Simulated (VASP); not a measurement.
# Al3Fe (P4/mmm) in VASP: single point with PBEsol

Aim: the single point of Al3Fe with PBEsol.

Everything below comes from runs of VASP 6.6.1. Logs are shortened: lines on timing, memory, paths and dates and some standing lists are left out, and cuts for length are marked.

## Step 1: The cell of the first run

The structure is tetragonal, space group P4/mmm (No. 123). The conventional cell has a = 2.871 Å, b = 2.871 Å, c = 7.765 Å, α = 90.00°, β = 90.00°, γ = 90.00°. Within 3.8 Å of Al (site symmetry 4/mmm) lie 12 Al at 2.87 to 2.94 Å. Al (site symmetry 4mm) has 4 Fe at 2.68 Å and 8 Al at 2.87 to 2.94 Å within 3.5 Å. Fe (site symmetry 4/mmm) has 8 Al at 2.68 Å and 4 Fe at 2.87 Å within 3.5 Å.

## Step 2: Single point, PBEsol, collinear spin, ferromagnetic start (Cu replaced by Fe, lengths x 1.000, strained)

The input, INCAR:

```
SYSTEM = Al3Fe
ALGO = Normal
EDIFF = 1E-6
ENCUT = 520
GGA = PS
ISIF = 2
ISMEAR = 0
ISPIN = 2
LASPH = .TRUE.
LCHARG = .FALSE.
LMAXMIX = 4
LORBIT = 11
LREAL = .FALSE.
LWAVE = .FALSE.
MAGMOM = 0 0 0 2.06
NBANDS = 20
NELM = 150
PREC = Accurate
SIGMA = 0.1
```

The input, KPOINTS:

```
k-points
0
G
  14 14 6
  0 0 0
```

The input, POSCAR:

```
Al3Fe
1.0
    2.8714264432      0.0000000000      0.0000000000
    0.0000000000      2.8714264432      0.0000000000
    0.0000000000      0.0000000000      7.7649521562
Al Fe
3 1
Direct
    0.0000000000      0.0000000000      0.5000000000
    0.5000000000      0.5000000000      0.2261155100
    0.5000000000      0.5000000000      0.7738844900
    0.0000000000      0.0000000000      0.0000000000
```

Potentials or basis: VASP PAW PBE potentials, release 64 (Al, Fe).

Command:

```console
cat potpaw_PBE.64/Al/POTCAR potpaw_PBE.64/Fe/POTCAR > POTCAR
mpirun -np 1 vasp_std > vasp.out
```

OUTCAR:

```text
SYSTEM = Al3Fe
   EDIFF = 1E-6
   ENCUT = 520
   GGA = PS
   ISIF = 2
   ISMEAR = 0
   ISPIN = 2
   LASPH = .TRUE.
   LORBIT = 11
   LREAL = .FALSE.
   NELM = 150
   PREC = Accurate

 ion  position               nearest neighbor table
   1  0.000  0.000  0.500-   2 2.94   3 2.94   2 2.94   3 2.94   2 2.94   3 2.94   2 2.94   3 2.94

   2  0.500  0.500  0.226-   4 2.68   4 2.68   4 2.68   4 2.68   1 2.94   1 2.94   1 2.94   1 2.94

   3  0.500  0.500  0.774-   4 2.68   4 2.68   4 2.68   4 2.68   1 2.94   1 2.94   1 2.94   1 2.94

   4  0.000  0.000  0.000-   2 2.68   3 2.68   2 2.68   3 2.68   2 2.68   3 2.68   2 2.68   3 2.68

  LATTYP: Found a simple tetragonal cell.
 ALAT       =     2.8714264432
 C/A-ratio  =     2.7042141980

  Lattice vectors:

 A1 = (   2.8714264432,   0.0000000000,   0.0000000000)
 A2 = (   0.0000000000,   2.8714264432,   0.0000000000)
 A3 = (   0.0000000000,   0.0000000000,   7.7649521562)

Analysis of symmetry for initial positions (statically):
=====================================================================
 Subroutine PRICEL returns:
 Original cell was already a primitive cell.

 Routine SETGRP: Setting up the symmetry group for a
 simple tetragonal supercell.

 Subroutine GETGRP returns: Found 16 space group operations
 (whereof 16 operations were pure point group operations)
 out of a pool of 16 trial point group operations.

The static configuration has the point symmetry D_4h.

Analysis of symmetry for dynamics (positions and initial velocities):
=====================================================================
 Subroutine PRICEL returns:
 Original cell was already a primitive cell.

 Routine SETGRP: Setting up the symmetry group for a
 simple tetragonal supercell.

 Subroutine GETGRP returns: Found 16 space group operations
 (whereof 16 operations were pure point group operations)
 out of a pool of 16 trial point group operations.

The dynamic configuration has the point symmetry D_4h.

Analysis of structural, dynamic, and magnetic symmetry:
=====================================================================
 Subroutine PRICEL returns:
 Original cell was already a primitive cell.

 Routine SETGRP: Setting up the symmetry group for a
 simple tetragonal supercell.

 Subroutine GETGRP returns: Found 16 space group operations
 (whereof 16 operations were pure point group operations)
 out of a pool of 16 trial point group operations.

The overall configuration has the point symmetry D_4h.

 Subroutine INISYM returns: Found 16 space group operations
 (whereof 16 operations are pure point group operations),
 and found     1 'primitive' translations

----------------------------------------------------------------------------------------

                                     Primitive cell

  volume of cell :      64.0227

  direct lattice vectors                    reciprocal lattice vectors
     2.871426443  0.000000000  0.000000000     0.348258965  0.000000000  0.000000000
     0.000000000  2.871426443  0.000000000     0.000000000  0.348258965  0.000000000
     0.000000000  0.000000000  7.764952156     0.000000000  0.000000000  0.128783794

  length of vectors
     2.871426443  2.871426443  7.764952156     0.348258965  0.348258965  0.128783794

  position of ions in fractional coordinates (direct lattice)
     0.000000000  0.000000000  0.500000000
     0.500000000  0.500000000  0.226115510
     0.500000000  0.500000000  0.773884490
     0.000000000  0.000000000  0.000000000

  ion indices of the primitive-cell ions
   primitive index   ion index
                 1           1
                 2           2
                 3           3
                 4           4

----------------------------------------------------------------------------------------

 KPOINTS: k-points

Automatic generation of k-mesh.
 Grid dimensions read from file:
 generate k-points for:   14   14    6

 Generating k-lattice:

  Cartesian coordinates                     Fractional coordinates (reciprocal lattice)
     0.024875640  0.000000000  0.000000000     0.071428571  0.000000000  0.000000000
     0.000000000  0.024875640  0.000000000     0.000000000  0.071428571  0.000000000
     0.000000000  0.000000000  0.021463966     0.000000000  0.000000000  0.166666667

  Length of vectors
     0.024875640  0.024875640  0.021463966

  Shift w.r.t. Gamma in fractional coordinates (k-lattice)
     0.000000000  0.000000000  0.000000000

 Subroutine IBZKPT returns following result:
 ===========================================

 Found    144 irreducible k-points:

 Following reciprocal coordinates:
            Coordinates               Weight
  0.000000  0.000000  0.000000      1.000000
  0.071429  0.000000  0.000000      4.000000
  0.142857  0.000000  0.000000      4.000000
  0.214286  0.000000  0.000000      4.000000
  0.285714  0.000000  0.000000      4.000000
  0.357143  0.000000  0.000000      4.000000
[... 16 lines left out ...]
  0.285714  0.214286  0.000000      8.000000
  0.357143  0.214286  0.000000      8.000000
 [... further k-points ...]
   k-points           NKPTS =    144   k-points in BZ     NKDIM =    144   number of bands    NBANDS=     20
   number of dos      NEDOS =    301   number of ions     NIONS =      4
   total plane-waves  NPLWV =  34560
   dimension x,y,z NGX =    24 NGY =   24 NGZ =   60
   dimension x,y,z NGXF=    48 NGYF=   48 NGZF=  120
   ions per type =               3   1
   NGX,Y,Z   is equivalent  to a cutoff of  13.90, 13.90, 12.85 a.u.
   NGXF,Y,Z  is equivalent  to a cutoff of  27.79, 27.79, 25.69 a.u.
 SYSTEM =  Al3Fe
   PREC   = accura    normal or accurate (medium, high low for compatibility)
   ISTART =      0    job   : 0-new  1-cont  2-samecut
   ICHARG =      2    charge: 1-file 2-atom 10-const
   ISPIN  =      2    spin polarized calculation?
   LNONCOLLINEAR =      F non collinear calculations
   LSORBIT =      F    spin-orbit coupling
   LASPH  =      T    aspherical Exc in radial PAW
   ENCUT  =  520.0 eV  38.22 Ry    6.18 a.u.   5.34  5.34 14.44*2*pi/ulx,y,z
   NELM   =    150;   NELMIN=  2; NELMDL= -5     # of ELM steps
   EDIFF  = 0.1E-05   stopping-criterion for ELM
   LREAL  =      F    real-space projection
   EDIFFG = 0.1E-04   stopping-criterion for IOM
   NSW    =      0    number of steps for IOM
   IBRION =     -1    ionic relax: 0-MD 1-quasi-New 2-CG
   NFREE  =      0    steps in history (QN), initial steepest desc. (CG)
   ISIF   =      2    stress and relaxation
   ISYM   =      2    0-nonsym 1-usesym 2-fastsym
   POTIM  = 0.5000    time-step for ionic-motion
   TEBEG  =    0.0;   TEEND  =   0.0 temperature during run
   PSTRESS=    0.0 pullay stress
   NELECT =      17.0000    total number of electrons
   NUPDOWN=      -1.0000    fix difference up-down
   EMIN   =  10.00;   EMAX   =-10.00  energy-range for DOS
   EFERMI =   0.00;   METHOD = LEGACY
   ISMEAR =     0;   SIGMA  =   0.10  broadening in eV -4-tet -1-fermi 0-gaus
   EFERMI_NEDOS =   21; number of points for ismear=-14 and -15
   IALGO  =     38    algorithm
   IMIX   =      4    mixing-type and parameters
     AMIX     =   0.40;   BMIX     =  1.00
     AMIX_MAG =   1.60;   BMIX_MAG =  1.00
  volume/ion in A,a.u.               =      16.01       108.01
  Fermi-wavevector in a.u.,A,eV,Ry     =   1.052236  1.988437 15.064373  1.107200
  Thomas-Fermi vector in A             =   2.187310
   LORBIT       =     11    0 simple, 1 ext, 2 COOP (PROOUT), +10 PAW based schemes
   GGA     = PS    functional components
   LHFCALC =     F    Hartree Fock is set to
   AEXX    =    0.0000 exact exchange contribution
   IVDW    =     0    specifies the selected vdW correction
   LEPSILON=     F    determine dielectric tensor
   LRPA    =     F    only Hartree local field effects (RPA)
 spin polarized calculation
 Gauss-broadening in eV      SIGMA  =   0.10
  energy-cutoff  :      520.00
  volume of cell :       64.02
 maximum number of plane-waves:      1752
 NGX is ok and might be reduce to    24
   NGX = 11   NGY = 11   NGZ = 29

 number of electron      16.9999993 magnetization       1.8741458

 Free energy of the ion-electron system (eV)
  ---------------------------------------------------
  ext. energy  EPLUGINS =         0.00000000
  ---------------------------------------------------
  free energy    TOTEN  =       -21.29079974 eV

  energy without entropy =      -21.27454805  energy(sigma->0) =      -21.28267389

 E-fermi :   6.8717     XC(G=0): -10.6253

 val. band max:        6.8711332090   @ k =   0.4286   0.0000   0.3333
 cond. band min:       6.8727904995   @ k =   0.3571   0.0000   0.3333
 fundamental gap:      0.0016572905
 Fermi energy:         6.8717377231

 spin component 1

 k-point     1 :       0.0000    0.0000    0.0000
  band No.  band energies     occupation
      1      -3.4402      1.00000
      2      -1.1756      1.00000
      3      -0.5339      1.00000
      4       4.0098      1.00000
      5       4.0507      1.00000
      6       5.1844      1.00000
[... 12 lines left out ...]
     19      16.7013      0.00000
[... 513 lines left out ...]
      4       3.8654      1.00000
      5       4.0868      1.00000
      6       4.7270      1.00000
[... 12 lines left out ...]
     19      15.4303      0.00000
     20      16.3495      0.00000

 [... further k-points ...]

 spin component 2

 k-point     1 :       0.0000    0.0000    0.0000
  band No.  band energies     occupation
      1      -3.4459      1.00000
      2      -1.2191      1.00000
      3      -0.4761      1.00000
      4       5.0529      1.00000
      5       5.3628      1.00000
      6       5.6815      1.00000
[... 12 lines left out ...]
     19      16.7247      0.00000
[... 513 lines left out ...]
      4       4.2760      1.00000
      5       5.0956      1.00000
      6       6.0756      1.00000
[... 12 lines left out ...]
     19      15.6089      0.00000
     20      16.3357      0.00000

 [... further k-points ...]
[... 5 lines left out ...]
  --------------------------------------------------------------------------------------
  -------------------------------------------------------------------------------------
  Total       -5.5528193     -5.5528193     -2.9601503      0.0000000      0.0000000      0.0000000
  in kB     -138.9600460   -138.9600460    -74.0781574      0.0000000      0.0000000      0.0000000
  external PRESSURE =    -117.3327498 kB  Pullay stress =       0.0000000 kB

 VOLUME and BASIS-vectors are now :
 -----------------------------------------------------------------------------
  energy-cutoff  :      520.00
  volume of cell :       64.02
      direct lattice vectors                 reciprocal lattice vectors
     2.871426443  0.000000000  0.000000000     0.348258965  0.000000000  0.000000000
     0.000000000  2.871426443  0.000000000     0.000000000  0.348258965  0.000000000
     0.000000000  0.000000000  7.764952156     0.000000000  0.000000000  0.128783794

 POSITION                                       TOTAL-FORCE (eV/Angst)
 -----------------------------------------------------------------------------------
      0.00000      0.00000      3.88248        -0.000000     -0.000000      0.000000
      1.43571      1.43571      1.75578        -0.000000      0.000000     -0.593480
      1.43571      1.43571      6.00918         0.000000     -0.000000      0.593480
      0.00000      0.00000      0.00000        -0.000000     -0.000000      0.000000
 -----------------------------------------------------------------------------------
    total drift:                               -0.000000      0.000000     -0.000000

  FREE ENERGIE OF THE ION-ELECTRON SYSTEM (eV)
  ---------------------------------------------------
  free  energy   TOTEN  =       -21.2907997371 eV

  energy  without entropy=      -21.2745480519  energy(sigma->0) =      -21.28267389

 total charge

# of ion       s       p       d       tot
------------------------------------------
    1        0.436   0.314   0.000   0.749
    2        0.405   0.349   0.000   0.754
    3        0.405   0.349   0.000   0.754
    4        0.392   0.396   6.259   7.047
--------------------------------------------------
tot          1.637   1.407   6.259   9.303

 magnetization (x)

# of ion       s       p       d       tot
------------------------------------------
    1       -0.007   0.002   0.000  -0.005
    2       -0.005  -0.018   0.000  -0.023
    3       -0.005  -0.018   0.000  -0.023
    4        0.006   0.003   2.000   2.008
--------------------------------------------------
tot         -0.011  -0.031   2.000   1.958
```

Wall time 9 min (1 thread of AMD EPYC 7R43 (Zen 3), shared host); peak memory 0.37 GiB.

What came out:

* Free energy: -21.2908 eV
* Pressure: -11.7 GPa
* Largest force: 0.593 eV/Å
* Net moment: 1.87 μB per cell
* Site moments: Al -0.01, -0.02; Fe +2.01 μB
* Valence electrons inside the program's atomic spheres: Al 0.75; Fe 7.05

Forces on the atoms (eV/Å):
```
Al   0.000  0.000  0.000
Al   0.000  0.000 -0.593
Al   0.000  0.000  0.593
Fe   0.000  0.000  0.000
```

Caveat: the cell differs from its parent crystal (Cu replaced by Fe, lengths x 1.000, strained); the PAW data sets were made with another functional, which shifts forces and pressure a little.
